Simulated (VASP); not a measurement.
# GaAs (P6_3/mmc) in VASP: a series of runs

Runs on GaAs. Level: PBE. Tasks: relaxation of cell and atoms, single point.

Everything below comes from runs of VASP 6.6.1. Logs are shortened: lines on timing, memory, paths and dates and some standing lists are left out, and cuts for length are marked.

## 1. The cell of the first run

It takes space group P6_3/mmc (No. 194, hexagonal). The conventional cell has a = 3.747 Å, b = 3.747 Å, c = 6.507 Å, α = 90.00°, β = 90.00°, γ = 120.00°. Within 3.6 Å of Ga (site symmetry -3m) lie 6 As at 2.71 Å and 2 Ga at 3.25 Å. As (site symmetry -6m2) has 6 Ga at 2.71 Å within 3.6 Å.

## 2. Relaxation of cell and atoms, PBE

The input, INCAR:

```
  PREC = Accurate
  ENCUT = 600
  EDIFF = 1E-6
  ISMEAR = 0
  SIGMA = 0.1
  LREAL = False
  LASPH = True
  NELM = 100
  ALGO = Normal
  ISIF = 3
  LWAVE = False
  LCHARG = False
  GGA = PE
  IBRION = 2
  NSW = 100
  EDIFFG = -0.01
```

The input, KPOINTS:

```
Automatic mesh
0
Gamma
  15 15 8
```

The input, POSCAR:

```
GaAs
1.0
    3.7471616831      0.0000000000      0.0000000000
   -1.8735808416      3.2451372097      0.0000000000
    0.0000000000      0.0000000000      6.5072305183
Ga As
2 2
Direct
    0.0000000000      0.0000000000      0.0000000000
    0.0000000000      0.0000000000      0.5000000000
    0.3333333333      0.6666666667      0.7500000000
    0.6666666667      0.3333333333      0.2500000000
```

Potentials or basis: VASP PAW PBE potentials, release 64 (Ga_d, As).

The run is started by

```sh
$ cat potpaw_PBE.64/Ga_d/POTCAR potpaw_PBE.64/As/POTCAR > POTCAR
$ mpirun -np 1 vasp_std > vasp.out
```

OUTCAR:

```text
PREC = Accurate
   ENCUT = 600
   EDIFF = 1E-6
   ISMEAR = 0
   LREAL = False
   LASPH = True
   NELM = 100
   ISIF = 3
   GGA = PE
   IBRION = 2
   NSW = 100
   EDIFFG = -0.01

 ion  position               nearest neighbor table
   1  0.000  0.000  0.000-   3 2.71   4 2.71   4 2.71   3 2.71   4 2.71   3 2.71
   2  0.000  0.000  0.500-   3 2.71   4 2.71   4 2.71   3 2.71   4 2.71   3 2.71
   3  0.333  0.667  0.750-   1 2.71   2 2.71   1 2.71   2 2.71   1 2.71   2 2.71
   4  0.667  0.333  0.250-   1 2.71   2 2.71   1 2.71   2 2.71   1 2.71   2 2.71

  LATTYP: Found a hexagonal cell.
 ALAT       =     3.7471616831
 C/A-ratio  =     1.7365758589

  Lattice vectors:

 A1 = (   3.7471616831,   0.0000000000,   0.0000000000)
 A2 = (  -1.8735808416,   3.2451372097,   0.0000000000)
 A3 = (   0.0000000000,   0.0000000000,   6.5072305183)

Analysis of symmetry for initial positions (statically):
=====================================================================
 Subroutine PRICEL returns:
 Original cell was already a primitive cell.

 Routine SETGRP: Setting up the symmetry group for a
 hexagonal supercell.

 Subroutine GETGRP returns: Found 24 space group operations
 (whereof 12 operations were pure point group operations)
 out of a pool of 24 trial point group operations.

The static configuration has the point symmetry D_3d.
 The point group associated with its full space group is D_6h.

Analysis of symmetry for dynamics (positions and initial velocities):
=====================================================================
 Subroutine PRICEL returns:
 Original cell was already a primitive cell.

 Routine SETGRP: Setting up the symmetry group for a
 hexagonal supercell.

 Subroutine GETGRP returns: Found 24 space group operations
 (whereof 12 operations were pure point group operations)
 out of a pool of 24 trial point group operations.

The dynamic configuration has the point symmetry D_3d.
 The point group associated with its full space group is D_6h.

 Subroutine INISYM returns: Found 24 space group operations
 (whereof 12 operations are pure point group operations),
 and found     1 'primitive' translations

----------------------------------------------------------------------------------------

                                     Primitive cell

  volume of cell :      79.1283

  direct lattice vectors                    reciprocal lattice vectors
     3.747161683  0.000000000  0.000000000     0.266868655  0.154076690  0.000000000
    -1.873580842  3.245137210  0.000000000     0.000000000  0.308153380  0.000000000
     0.000000000  0.000000000  6.507230518     0.000000000  0.000000000  0.153675207

  length of vectors
     3.747161683  3.747161683  6.507230518     0.308153380  0.308153380  0.153675207

  position of ions in fractional coordinates (direct lattice)
     0.000000000  0.000000000  0.000000000
     0.000000000  0.000000000  0.500000000
     0.333333333  0.666666667  0.750000000
     0.666666667  0.333333333  0.250000000

  ion indices of the primitive-cell ions
   primitive index   ion index
                 1           1
                 2           2
                 3           3
                 4           4

----------------------------------------------------------------------------------------

 KPOINTS: Automatic mesh

Automatic generation of k-mesh.
 Grid dimensions read from file:
 generate k-points for:   15   15    8

 Generating k-lattice:

  Cartesian coordinates                     Fractional coordinates (reciprocal lattice)
     0.017791244  0.010271779  0.000000000     0.066666667  0.000000000  0.000000000
     0.000000000  0.020543559  0.000000000     0.000000000  0.066666667  0.000000000
     0.000000000  0.000000000  0.019209401     0.000000000  0.000000000  0.125000000

  Length of vectors
     0.020543559  0.020543559  0.019209401

  Shift w.r.t. Gamma in fractional coordinates (k-lattice)
     0.000000000  0.000000000  0.000000000

 Subroutine IBZKPT returns following result:
 ===========================================

 Found    135 irreducible k-points:

 Following reciprocal coordinates:
            Coordinates               Weight
  0.000000  0.000000  0.000000      1.000000
  0.066667  0.000000  0.000000      6.000000
  0.133333  0.000000  0.000000      6.000000
  0.200000 -0.000000  0.000000      6.000000
  0.266667  0.000000  0.000000      6.000000
  0.333333 -0.000000  0.000000      6.000000
[... 16 lines left out ...]
  0.333333  0.200000  0.000000     12.000000
  0.400000  0.200000  0.000000      6.000000
 [... further k-points ...]
   k-points           NKPTS =    135   k-points in BZ     NKDIM =    135   number of bands    NBANDS=     22
   number of dos      NEDOS =    301   number of ions     NIONS =      4
   total plane-waves  NPLWV =  48600
   dimension x,y,z NGX =    30 NGY =   30 NGZ =   54
   dimension x,y,z NGXF=    60 NGYF=   60 NGZF=  108
   ions per type =               2   2
   NGX,Y,Z   is equivalent  to a cutoff of  13.31, 13.31, 13.80 a.u.
   NGXF,Y,Z  is equivalent  to a cutoff of  26.62, 26.62, 27.59 a.u.
 SYSTEM =  unknown system
   PREC   = accura    normal or accurate (medium, high low for compatibility)
   ISTART =      0    job   : 0-new  1-cont  2-samecut
   ICHARG =      2    charge: 1-file 2-atom 10-const
   ISPIN  =      1    spin polarized calculation?
   LNONCOLLINEAR =      F non collinear calculations
   LSORBIT =      F    spin-orbit coupling
   LASPH  =      T    aspherical Exc in radial PAW
   ENCUT  =  600.0 eV  44.10 Ry    6.64 a.u.   7.48  7.48 13.00*2*pi/ulx,y,z
   NELM   =    100;   NELMIN=  2; NELMDL= -5     # of ELM steps
   EDIFF  = 0.1E-05   stopping-criterion for ELM
   LREAL  =      F    real-space projection
   EDIFFG = -.1E-01   stopping-criterion for IOM
   NSW    =    100    number of steps for IOM
   IBRION =      2    ionic relax: 0-MD 1-quasi-New 2-CG
   NFREE  =      1    steps in history (QN), initial steepest desc. (CG)
   ISIF   =      3    stress and relaxation
   ISYM   =      2    0-nonsym 1-usesym 2-fastsym
   POTIM  = 0.5000    time-step for ionic-motion
   TEBEG  =    0.0;   TEEND  =   0.0 temperature during run
   PSTRESS=    0.0 pullay stress
   NELECT =      36.0000    total number of electrons
   NUPDOWN=      -1.0000    fix difference up-down
   EMIN   =  10.00;   EMAX   =-10.00  energy-range for DOS
   EFERMI =   0.00;   METHOD = LEGACY
   ISMEAR =     0;   SIGMA  =   0.10  broadening in eV -4-tet -1-fermi 0-gaus
   EFERMI_NEDOS =   21; number of points for ismear=-14 and -15
   IALGO  =     38    algorithm
   IMIX   =      4    mixing-type and parameters
     AMIX     =   0.40;   BMIX     =  1.00
     AMIX_MAG =   1.60;   BMIX_MAG =  1.00
  volume/ion in A,a.u.               =      19.78       133.50
  Fermi-wavevector in a.u.,A,eV,Ry     =   1.259114  2.379381 21.570247  1.585368
  Thomas-Fermi vector in A             =   2.392690
   LORBIT       =      0    0 simple, 1 ext, 2 COOP (PROOUT), +10 PAW based schemes
   GGA     = PE    functional components
   LHFCALC =     F    Hartree Fock is set to
   AEXX    =    0.0000 exact exchange contribution
   IVDW    =     0    specifies the selected vdW correction
   LEPSILON=     F    determine dielectric tensor
   LRPA    =     F    only Hartree local field effects (RPA)
 conjugate gradient relaxation of ions
 non-spin polarized calculation
 Gauss-broadening in eV      SIGMA  =   0.10
  energy-cutoff  :      600.00
  volume of cell :       79.13
 maximum number of plane-waves:      2668
 NGX is ok and might be reduce to    30
   NGX = 15   NGY = 15   NGZ = 25

--------------------------------------- Ionic step        1  -------------------------------------------

 number of electron      36.0000012 magnetization

 Free energy of the ion-electron system (eV)
  ---------------------------------------------------
  ext. energy  EPLUGINS =         0.00000000
  ---------------------------------------------------
  free energy    TOTEN  =       -15.14869233 eV

  energy without entropy =      -15.13886442  energy(sigma->0) =      -15.14377837

------------------------ aborting loop because EDIFF is reached ----------------------------------------

  FORCE on cell =-STRESS in cart. coord.  units (eV):
  Direction    XX          YY          ZZ          XY          YZ          ZX
  --------------------------------------------------------------------------------------
  -------------------------------------------------------------------------------------
  Total        0.2214019      0.2214019     -0.1762065     -0.0000000      0.0000000     -0.0000000
  in kB        4.4829129      4.4829129     -3.5678031     -0.0000000      0.0000000     -0.0000000
  external PRESSURE =       1.7993409 kB  Pullay stress =       0.0000000 kB

 VOLUME and BASIS-vectors are now :
 -----------------------------------------------------------------------------
  energy-cutoff  :      600.00
  volume of cell :       79.13
      direct lattice vectors                 reciprocal lattice vectors
     3.747161683  0.000000000  0.000000000     0.266868655  0.154076690  0.000000000
    -1.873580842  3.245137210  0.000000000     0.000000000  0.308153380  0.000000000
     0.000000000  0.000000000  6.507230518     0.000000000  0.000000000  0.153675207
[... 191 lines left out ...]
 POSITION                                       TOTAL-FORCE (eV/Angst)
 -----------------------------------------------------------------------------------
      1.88742      3.26912      6.43933         0.000000      0.000000     -0.000000
      1.88742      3.26912      3.21966         0.000000      0.000000     -0.000000
     -0.00000      2.17941      4.82949        -0.000000      0.000000      0.000000
      1.88742      1.08971      1.60983         0.000000     -0.000000      0.000000
 -----------------------------------------------------------------------------------
    total drift:                               -0.000000      0.000000      0.000000

  FREE ENERGIE OF THE ION-ELECTRON SYSTEM (eV)
  ---------------------------------------------------
  free  energy   TOTEN  =       -15.1513215195 eV

  energy  without entropy=      -15.1419780014  energy(sigma->0) =      -15.14664976

--------------------------------------- Ionic step        7  -------------------------------------------

 number of electron      35.9999994 magnetization

 Free energy of the ion-electron system (eV)
  ---------------------------------------------------
  ext. energy  EPLUGINS =         0.00000000
  ---------------------------------------------------
  free energy    TOTEN  =       -15.15131523 eV

  energy without entropy =      -15.14208037  energy(sigma->0) =      -15.14669780

 E-fermi :   5.0947     XC(G=0): -10.5229

 val. band max:        5.0771899748   @ k =   0.0000   0.0000   0.0000
 cond. band min:       5.1008033469   @ k =   0.0000   0.0000   0.1250
 fundamental gap:      0.0236133721
 Fermi energy:         5.0946503889

 k-point     1 :       0.0000    0.0000    0.0000
  band No.  band energies     occupation
      1      -9.7125      2.00000
      2      -9.6890      2.00000
      3      -9.6890      2.00000
      4      -9.6408      2.00000
      5      -9.6408      2.00000
      6      -9.6313      2.00000
[... 14 lines left out ...]
     21      10.1585      0.00000
     22      10.1585      0.00000
[... 552 lines left out ...]
  band No.  band energies     occupation
      1      -9.7979      2.00000
      2      -9.7252      2.00000
      3      -9.6962      2.00000
      4      -9.6584      2.00000
      5      -9.6358      2.00000
      6      -9.6321      2.00000
[... 14 lines left out ...]
     21      10.0688      0.00000
     22      10.4096      0.00000

 [... further k-points ...]
[... 5 lines left out ...]
  --------------------------------------------------------------------------------------
  -------------------------------------------------------------------------------------
  Total       -0.0170355     -0.0170355      0.0095239      0.0000000      0.0000000     -0.0000000
  in kB       -0.3438179     -0.3438179      0.1922161      0.0000000      0.0000000     -0.0000000
  external PRESSURE =      -0.1651399 kB  Pullay stress =       0.0000000 kB

 VOLUME and BASIS-vectors are now :
 -----------------------------------------------------------------------------
  energy-cutoff  :      600.00
  volume of cell :       79.38
      direct lattice vectors                 reciprocal lattice vectors
     3.775709321 -0.000000000 -0.000000000     0.264850897  0.152911737 -0.000000000
    -1.887854660  3.269860189  0.000000000     0.000000000  0.305823473 -0.000000000
     0.000000000  0.000000000  6.429971650     0.000000000 -0.000000000  0.155521681

 POSITION                                       TOTAL-FORCE (eV/Angst)
 -----------------------------------------------------------------------------------
      0.00000      0.00000      0.00000         0.000000     -0.000000     -0.000000
      0.00000      0.00000      3.21499         0.000000      0.000000     -0.000000
     -0.00000      2.17991      4.82248        -0.000000     -0.000000      0.000000
      1.88785      1.08995      1.60749         0.000000      0.000000     -0.000000
 -----------------------------------------------------------------------------------
    total drift:                                0.000000     -0.000000      0.000000

  FREE ENERGIE OF THE ION-ELECTRON SYSTEM (eV)
  ---------------------------------------------------
  free  energy   TOTEN  =       -15.1513152306 eV

  energy  without entropy=      -15.1420803712  energy(sigma->0) =      -15.14669780

 reached required accuracy - stopping structural energy minimisation
```

It took 14 min on 1 thread of Intel Xeon Platinum 8259CL at 2.50GHz (Skylake/Cascade Lake), shared host; peak memory 0.42 GiB.

Results:

```yaml
Free_energy: -15.1513 eV
Relaxed_volume: 19.85 Å³/atom
Relaxed_cell: a = 3.776 Å, b = 3.776 Å, c = 6.430 Å, α = 90.00°, β = 90.00°, γ = 120.00°
Space_group_after_relaxing_to_0.05_Å: P6_3/mmc (No. 194)
Energy_gained_by_relaxing: 0.7 meV/atom
Ionic_steps: 7
Pressure_after_relaxing: 0.0 GPa
Band_gap_on_the_k_mesh: zero (band 18 reaches 5.80 eV, above the bottom of band 19 at 2.28 eV)
```

Step by step:
| step | energy change (eV) | largest force (eV/Å) | pressure (GPa) | volume (Å³) |
| --- | --- | --- | --- | --- |
| 1 | 0.0000 | 0.0000 | 0.18 | 79.13 |
| 2 | -0.0012 | 0.0000 | -0.03 | 79.38 |
| 3 | -0.0019 | 0.0000 | -0.23 | 79.64 |
| 4 | -0.0020 | 0.0000 | -0.34 | 79.75 |
| 5 | -0.0026 | 0.0000 | -0.04 | 79.50 |
| 6 | -0.0026 | 0.0000 | -0.06 | 79.46 |
| 7 | -0.0026 | 0.0000 | -0.02 | 79.38 |

Final structure:
```
CELL_PARAMETERS angstrom
3.77571 0.00000 0.00000
-1.88785 3.26986 0.00000
0.00000 0.00000 6.42997
ATOMIC_POSITIONS crystal
Ga 0.00000 0.00000 0.00000
Ga 0.00000 0.00000 0.50000
As 0.33333 0.66667 0.75000
As 0.66667 0.33333 0.25000
```

Levels at points of the mesh, in eV from the Fermi level:
```
           k point  band 14  band 15  band 16  band 17  band 18  band 19  band 20  band 21  band 22
(0.00, 0.00, 0.00)    -0.60    -0.21    -0.02    -0.02     0.45     0.45     2.61     5.06     5.06
(0.00, 0.00, 0.50)    -4.82     0.27     0.27     0.27     0.27     2.07     2.07     4.58     4.58
```

[end of part 1 of 2]
